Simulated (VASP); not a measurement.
Write the native input for VASP 6.6.1 that does the following.

| Quantity | Value |
| --- | --- |
| Task | single point |
| Functional | PBE |
| Potentials or basis | VASP PAW PBE potentials, release 64 (Tl_d) |
| Cutoff | 520 eV |
| k mesh | 18 × 18 × 10 |
| Occupations | gaussian, width 0.15 eV |
| Spin | no spin polarisation |
| Dipole correction | no |
| Further INCAR settings | ALGO = Fast; EDIFF = 1e-06; NBANDS = 20 |

The structure of Tl lies in POSCAR:

```
Tl
1.0
    3.2831984387      0.0000000000      0.0000000000
   -1.6415992194      2.8433332536      0.0000000000
    0.0000000000      0.0000000000      5.5250000000
Tl
2
Direct
    0.3333333333      0.6666666667      0.2500000000
    0.6666666667      0.3333333333      0.7500000000
```

This cell differs from its parent crystal: strain -0.050 along x and y, +0.000 along z.

One way to write it, as run:

INCAR

```
SYSTEM = Tl
ALGO     = Fast           ! electronic algorithm
EDIFF    = 1E-6           ! SCF threshold, eV
ENCUT    = 520            ! plane-wave cutoff, eV
GGA      = PE             ! functional
ISIF     = 2              ! what is computed and relaxed
ISMEAR   = 0              ! smearing method
LASPH    = .True.         ! aspherical terms in the spheres
LCHARG   = .False.        ! write CHGCAR
LREAL    = .False.        ! projectors in reciprocal space
LWAVE    = .False.        ! write WAVECAR
NBANDS   = 20             ! bands
NELM     = 80             ! most SCF steps
PREC     = Accurate       ! precision mode
SIGMA    = 0.15           ! smearing width, eV
```

KPOINTS

```
k-points
0
Gamma
  18 18 10
  0 0 0
```

Potentials or basis: VASP PAW PBE potentials, release 64 (Tl_d).

The run is started by

```console
$ cat potpaw_PBE.64/Tl_d/POTCAR > POTCAR
$ mpirun -np 1 vasp_std > vasp.out
```

Results of the run:

The pressure is 8.8 GPa and the band gap on the k mesh is zero (bands 13 and 14 overlap by 6.01 eV).

Caveat: the cell differs from its parent crystal (strain -0.050 along x and y, +0.000 along z); the cell stands under pressure; spin-orbit coupling is left out, which moves the levels of the heavy elements.

Run time: 2.7 min on 1 thread of AMD EPYC 7R13, with other jobs on the host, peak memory 0.27 GiB.
